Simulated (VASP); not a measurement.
# Ti in VASP: single point with PBE+D3(BJ)

Aim: the single point of Ti with PBE+D3(BJ).

All numbers are computed with VASP 6.6.1; they aren't measurements. Logs are shortened: lines on timing, memory, paths and dates and some standing lists are left out, and cuts for length are marked.

## Step 1: The cell of the first run

The cell holds a slab with vacuum, 8 atoms: a = 4.518 Å, b = 4.518 Å, c = 23.456 Å, α = 90.00°, β = 90.00°, γ = 120.00°.

## Step 2: Single point, PBE+D3(BJ)

Contents of INCAR:

```
PREC     = Accurate       # precision mode
ENCUT    = 400            # plane-wave cutoff, eV
EDIFF    = 1E-6           # SCF threshold, eV
ISMEAR   = 0              # smearing method
SIGMA    = 0.1            # smearing width, eV
LREAL    = F              # projectors in reciprocal space
LASPH    = T              # aspherical terms in the spheres
NELM     = 120            # most SCF steps
ALGO     = Normal         # electronic algorithm
ISIF     = 2              # what is computed and relaxed
LWAVE    = F              # write WAVECAR
LCHARG   = T              # write CHGCAR
LDIPOL   = T            
IDIPOL   = 3            
DIPOL    = 0.5 0.5 0.501
GGA      = PE             # functional
IVDW     = 12             # dispersion correction
LELF     = T              # ELF
LVHAR    = T            
LVACPOTAV= T            
NBANDS   = 58             # bands
GGA_COMPAT= F            
NELMDL   = -8
```

Contents of KPOINTS:

```
regular mesh
0
Gamma
  9 9 1
```

Contents of POSCAR:

```
Ti
1.0
    4.5181363033      0.0000000000      0.0000000000
   -2.2590681517      3.9128208164      0.0000000000
    0.0000000000      0.0000000000     23.4558249767
Ti
8
Direct
    0.6666666667      0.3333333333      0.3623833316
    0.3333333333      0.6666666667      0.4017023797
    0.0000000000      0.0000000000      0.4410214278
    0.6666666667      0.3333333333      0.4803404759
    0.3333333333      0.6666666667      0.5246296119
    0.0000000000      0.0000000000      0.5718885109
    0.6666666667      0.3333333333      0.5906430902
    0.3333333333      0.6666666667      0.6370116158
```

Potentials or basis: VASP PAW PBE potentials, release 64 (Ti_sv).

Launch:

```bash
> cat potpaw_PBE.64/Ti_sv/POTCAR > POTCAR
> mpirun -np 1 vasp_std > vasp.out
```

OUTCAR:

```text
PREC = Accurate
   ENCUT = 400
   EDIFF = 1E-6
   ISMEAR = 0
   LREAL = F
   LASPH = T
   NELM = 120
   ISIF = 2
   GGA = PE
   IVDW = 12
   NELMDL = -8
 IVDW          = 12

 ion  position               nearest neighbor table
   1  0.667  0.333  0.362-   4 2.77   2 2.77   2 2.77   2 2.77
   2  0.333  0.667  0.402-   1 2.77   1 2.77   3 2.77   3 2.77   3 2.77   1 2.77   5 2.88
   3  0.000  0.000  0.441-   4 2.77   2 2.77   4 2.77   2 2.77   4 2.77   2 2.77
   4  0.667  0.333  0.480-   7 2.59   1 2.77   3 2.77   3 2.77   3 2.77   5 2.81   5 2.81   5 2.81

   5  0.333  0.667  0.525-   8 2.64   4 2.81   4 2.81   4 2.81   6 2.83   6 2.83   6 2.83   2 2.88

   6  0.000  0.000  0.572-   7 2.65   7 2.65   7 2.65   5 2.83   5 2.83   5 2.83
   7  0.667  0.333  0.591-   4 2.59   6 2.65   6 2.65   6 2.65   8 2.83   8 2.83   8 2.83
   8  0.333  0.667  0.637-   5 2.64   7 2.83   7 2.83   7 2.83

  LATTYP: Found a hexagonal cell.
 ALAT       =     4.5181363033
 C/A-ratio  =     5.1914823728

  Lattice vectors:

 A1 = (   4.5181363033,   0.0000000000,   0.0000000000)
 A2 = (  -2.2590681517,   3.9128208164,   0.0000000000)
 A3 = (   0.0000000000,   0.0000000000,  23.4558249767)

Analysis of symmetry for initial positions (statically):
=====================================================================
 Subroutine PRICEL returns:
 Original cell was already a primitive cell.

 Routine SETGRP: Setting up the symmetry group for a
 hexagonal supercell.

 Subroutine GETGRP returns: Found  6 space group operations
 (whereof  6 operations were pure point group operations)
 out of a pool of 24 trial point group operations.

The static configuration has the point symmetry C_3v.

Analysis of symmetry for dynamics (positions and initial velocities):
=====================================================================
 Subroutine PRICEL returns:
 Original cell was already a primitive cell.

 Routine SETGRP: Setting up the symmetry group for a
 hexagonal supercell.

 Subroutine GETGRP returns: Found  6 space group operations
 (whereof  6 operations were pure point group operations)
 out of a pool of 24 trial point group operations.

The dynamic configuration has the point symmetry C_3v.

 Subroutine INISYM returns: Found  6 space group operations
 (whereof  6 operations are pure point group operations),
 and found     1 'primitive' translations

[... 104 lines left out ...]
   NELECT =      96.0000    total number of electrons
   NUPDOWN=      -1.0000    fix difference up-down
   EMIN   =  10.00;   EMAX   =-10.00  energy-range for DOS
   EFERMI =   0.00;   METHOD = LEGACY
   ISMEAR =     0;   SIGMA  =   0.10  broadening in eV -4-tet -1-fermi 0-gaus
   EFERMI_NEDOS =   21; number of points for ismear=-14 and -15
   IALGO  =     38    algorithm
   IMIX   =      4    mixing-type and parameters
     AMIX     =   0.40;   BMIX     =  1.00
     AMIX_MAG =   1.60;   BMIX_MAG =  1.00
  volume/ion in A,a.u.               =      51.83       349.79
  Fermi-wavevector in a.u.,A,eV,Ry     =   1.005230  1.899608 13.748502  1.010486
  Thomas-Fermi vector in A             =   2.137896
   LORBIT       =      0    0 simple, 1 ext, 2 COOP (PROOUT), +10 PAW based schemes
   GGA     = PE    functional components
   LHFCALC =     F    Hartree Fock is set to
   AEXX    =    0.0000 exact exchange contribution
   IVDW    =    12    specifies the selected vdW correction
   LEPSILON=     F    determine dielectric tensor
   LRPA    =     F    only Hartree local field effects (RPA)
 non-spin polarized calculation
 Gauss-broadening in eV      SIGMA  =   0.10
  energy-cutoff  :      400.00
  volume of cell :      414.67
 maximum number of plane-waves:      7581
 NGX is ok and might be reduce to    30
   NGX = 15   NGY = 15   NGZ = 77

 dipolmoment           0.000000      0.000000      0.001367 electrons x Angstroem

 number of electron      96.0000002 magnetization

 dipolmoment           0.000000      0.000000     -0.006317 electrons x Angstroem

 Free energy of the ion-electron system (eV)
  ---------------------------------------------------
  ext. energy  EPLUGINS =         0.00000000
  ---------------------------------------------------
  free energy    TOTEN  =       -57.43863162 eV

  energy without entropy =      -57.35256398  energy(sigma->0) =      -57.39559780

 E-fermi :   0.6405     XC(G=0):  -4.7279

 val. band max:        0.6403245683   @ k =   0.3333   0.0000   0.0000
 cond. band min:       0.6486347380   @ k =   0.1111   0.1111   0.0000
 fundamental gap:      0.0083101697
 Fermi energy:         0.6405008813

 k-point     1 :       0.0000    0.0000    0.0000
  band No.  band energies     occupation
      1     -56.4041      2.00000
      2     -56.3513      2.00000
      3     -55.9177      2.00000
      4     -55.8644      2.00000
      5     -55.7630      2.00000
      6     -55.7497      2.00000
[... 721 lines left out ...]
     57       1.7751      0.00000
     58       1.9109      0.00000

------------------------ aborting loop because EDIFF is reached ----------------------------------------

 Edisp (eV)   -3.41392

 E8    (eV) :    -1.6889

  FORCE on cell =-STRESS in cart. coord.  units (eV):
  Direction    XX          YY          ZZ          XY          YZ          ZX
  --------------------------------------------------------------------------------------
  -------------------------------------------------------------------------------------
  Total      -5.61776    -5.61776    -4.94002     0.00000     0.00000     0.00000
  in kB     -21.70571   -21.70571   -19.08709     0.00000     0.00000     0.00000
  external pressure =      -20.83 kB  Pullay stress =        0.00 kB

 VOLUME and BASIS-vectors are now :
 -----------------------------------------------------------------------------
  energy-cutoff  :      400.00
  volume of cell :      414.67
      direct lattice vectors                 reciprocal lattice vectors
     4.518136303  0.000000000  0.000000000     0.221330197  0.127785049  0.000000000
    -2.259068152  3.912820816  0.000000000     0.000000000  0.255570098  0.000000000
     0.000000000  0.000000000 23.455824977     0.000000000  0.000000000  0.042633333

 POSITION                                       TOTAL-FORCE (eV/Angst)
 -----------------------------------------------------------------------------------
      2.25907      1.30427      8.50000         0.000000     -0.000000      0.774578
     -0.00000      2.60855      9.42226        -0.000000     -0.000000      1.337497
      0.00000      0.00000     10.34452         0.000000     -0.000000     -0.612628
      2.25907      1.30427     11.26678        -0.000000      0.000000     -1.499539
     -0.00000      2.60855     12.30562        -0.000000     -0.000000      0.004986
      0.00000      0.00000     13.41412         0.000000      0.000000     -0.005082
      2.25907      1.30427     13.85402         0.000000      0.000000      0.009037
     -0.00000      2.60855     14.94163         0.000000     -0.000000     -0.008849
 -----------------------------------------------------------------------------------
    total drift:                               -0.000000     -0.000000      0.002156

  FREE ENERGIE OF THE ION-ELECTRON SYSTEM (eV)
  ---------------------------------------------------
  free  energy   TOTEN  =       -60.8525482892 eV

  energy  without entropy=      -60.7664806440  energy(sigma->0) =      -60.80951447

 vacuum level on the upper side and lower side of the slab         3.860         3.925
```

OSZICAR:

```text
N       E                     dE             d eps       ncg     rms          rms(c)
DAV:   1     0.106665101491E+04    0.10667E+04   -0.48040E+04  1776   0.140E+03
DAV:   2     0.899353559043E+02   -0.97672E+03   -0.95240E+03  1480   0.485E+02
DAV:   3    -0.421028265687E+02   -0.13204E+03   -0.12790E+03  2204   0.157E+02
DAV:   4    -0.686034483331E+02   -0.26501E+02   -0.26136E+02  2136   0.582E+01
[... 32 lines left out ...]
DAV:  37    -0.574386197701E+02   -0.54301E-05   -0.46199E-07   884   0.397E-03    0.184E-03
DAV:  38    -0.574386252949E+02   -0.55248E-05   -0.38017E-07   844   0.532E-03    0.117E-03
DAV:  39    -0.574386289964E+02   -0.37015E-05   -0.21576E-07   852   0.244E-03    0.939E-04
DAV:  40    -0.574386309038E+02   -0.19074E-05   -0.17257E-07   846   0.249E-03    0.614E-04
DAV:  41    -0.574386316215E+02   -0.71772E-06   -0.75129E-08   804   0.131E-03
   1 F= -.60852548E+02 E0= -.60809514E+02  d E =-.860676E-01
```

It took 6.6 min on 1 thread of Intel Xeon 6975P-C (Granite Rapids), shared host; peak memory 0.43 GiB.

What came out:

```yaml
Free_energy: -60.8525 eV
Largest_force: 1.500 eV/Å
Band_gap_on_the_k_mesh: zero (band 48 reaches 0.70 eV, above the bottom of band 49 at 0.48 eV)
Dispersion_energy_per_atom: -0.427 eV
```

Forces on the atoms (eV/Å):
```
Ti   0.000  0.000  0.775
Ti   0.000  0.000  1.337
Ti   0.000  0.000 -0.613
Ti   0.000  0.000 -1.500
Ti   0.000  0.000  0.005
Ti   0.000  0.000 -0.005
Ti   0.000  0.000  0.009
Ti   0.000  0.000 -0.009
```
